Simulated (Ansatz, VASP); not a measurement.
Sb in VASP and in Ansatz

POSCAR

```
Sb
1.0
    0.0000000000      2.3864604735      2.3864604735
    2.3864604735      0.0000000000      2.3864604735
    2.3864604735      2.3864604735      0.0000000000
Sb
1
Direct
    0.0000000000      0.0000000000      0.0000000000
```

File INCAR.step1:

```
PREC     = Accurate       # precision mode
ENCUT    = 520            # plane-wave cutoff, eV
ISMEAR   = -1             # smearing method
SIGMA    = 0.1            # smearing width, eV
LREAL    = False          # projectors in reciprocal space
LASPH    = True           # aspherical terms in the spheres
NELM     = 80             # most SCF steps
NBANDS   = 8              # bands
GGA      = PE             # functional
ALGO     = Normal         # electronic algorithm
EDIFF    = 1E-4           # SCF threshold, eV
LWAVE    = True           # write WAVECAR
LCHARG   = False          # write CHGCAR
```

The input INCAR.step2:

```
PREC     = Accurate       # precision mode
ENCUT    = 520            # plane-wave cutoff, eV
EDIFF    = 1E-6           # SCF threshold, eV
ISMEAR   = -1             # smearing method
SIGMA    = 0.1            # smearing width, eV
LREAL    = False          # projectors in reciprocal space
LASPH    = True           # aspherical terms in the spheres
NELM     = 80             # most SCF steps
ALGO     = Normal         # electronic algorithm
ISIF     = 2              # what is computed and relaxed
LWAVE    = False          # write WAVECAR
LCHARG   = False          # write CHGCAR
METAGGA  = R2SCAN         # meta-GGA
LMIXTAU  = True         
NBANDS   = 8              # bands
ISTART   = 1
```

Contents of KPOINTS:

```
Automatic mesh
0
Gamma
  13 13 13
```

Input for Ansatz:

```yaml
crystal:
  lattice:
    - [0.0, 2.3864604735, 2.3864604735]
    - [2.3864604735, 0.0, 2.3864604735]
    - [2.3864604735, 2.3864604735, 0.0]
  atoms:
    - { symbol: Sb, position: [0.0, 0.0, 0.0] }
hamiltonian:
  xc: r2scan
  pseudopotentials:
    kind: paw
    azcp:
      Sb: "pseudopotentials/Sb.paw.azcp"
basis:
  ecutwfc: 500
  fft_grid_basis: typed
kpoints:
  mp_grid: { grid: [13, 13, 13], shift: [0, 0, 0] }
magnetization:
  spin_polarized: false
scf:
  occupations: { method: fermi_dirac, width: 0.1 }
  lower_state_search: "off"
output:
  stress: true
```

Alike in both runs: task single point; functional r2SCAN; k mesh 13 × 13 × 13; occupations fermi-dirac, width 0.1 eV; no spin polarisation.

```csv
,VASP,Ansatz
version,VASP 6.6.1,Ansatz 0.2.0
potentials or method,"VASP PAW PBE potentials, release 64 (Sb), cutoff 520 eV","plane waves (500 eV) with PAW, scalar-relativistic"
valence electrons in the cell,5,15
```

VASP gave:

* pressure (GPa): -0.1

Task: What did Ansatz give for the same quantities?

Result: Pressure (GPa): 0.0.

VASP's potentials were made for PBE, not for r2SCAN. The functional is the same, so the differences come from potentials, cutoffs and numerics. VASP's potentials hold 5 valence electrons a cell and Ansatz's 15, so a difference there can come from the potentials and not from the codes.

Spin-orbit coupling is off throughout.
